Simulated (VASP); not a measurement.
Here is a VASP 6.6.1 calculation.

Contents of POSCAR:

```
PbO2
1.0
    4.9860762239      0.0000000000      0.0000000000
    0.0000000000      4.9860762239      0.0000000000
    0.0000000000      0.0000000000      3.4070786082
Pb O
2 4
Direct
    0.0000000000      0.0000000000      0.0000000000
    0.5000000000      0.5000000000      0.5000000000
    0.3072144720      0.3072144720      0.0000000000
    0.1927855280      0.8072144720      0.5000000000
    0.6927855280      0.6927855280      0.0000000000
    0.8072144720      0.1927855280      0.5000000000
```

INCAR.step1

```
SYSTEM = PbO2
PREC = Accurate ; ENCUT = 520
ISMEAR = -1 ; SIGMA = 0.1
LREAL = .False. ; LASPH = .True.
NELM = 60 ; NBANDS = 35
GGA = PE ; ALGO = Normal
EDIFF = 1E-4 ; LWAVE = .True.
LCHARG = .False.
```

The input INCAR.step2:

```
SYSTEM = PbO2
PREC = Accurate ; ENCUT = 520
EDIFF = 1E-7 ; ISMEAR = -1
SIGMA = 0.1 ; LREAL = .False.
LASPH = .True. ; NELM = 60
ALGO = Normal ; ISIF = 2
LWAVE = .False. ; LCHARG = .False.
METAGGA = R2SCAN ; LMIXTAU = .True.
NBANDS = 35 ; ISTART = 1
```

File KPOINTS:

```
regular mesh
0
Gamma
  7 7 9
  0 0 0
```

Potentials or basis: VASP PAW PBE potentials, release 64 (Pb_d, O).

Launch:

```sh
$ cat potpaw_PBE.64/Pb_d/POTCAR potpaw_PBE.64/O/POTCAR > POTCAR
$ cp INCAR.step1 INCAR
$ mpirun -np 1 vasp_std > vasp.out
$ cp INCAR.step2 INCAR
$ mpirun -np 1 vasp_std > vasp.out
```

(1) What does it give for the pressure?

(2) Predict the largest force.

## Answers

(1) 0.8 GPa.

(2) 0.011 eV/Å.

Caveat: the PAW data sets were made with another functional, which shifts forces and pressure a little.
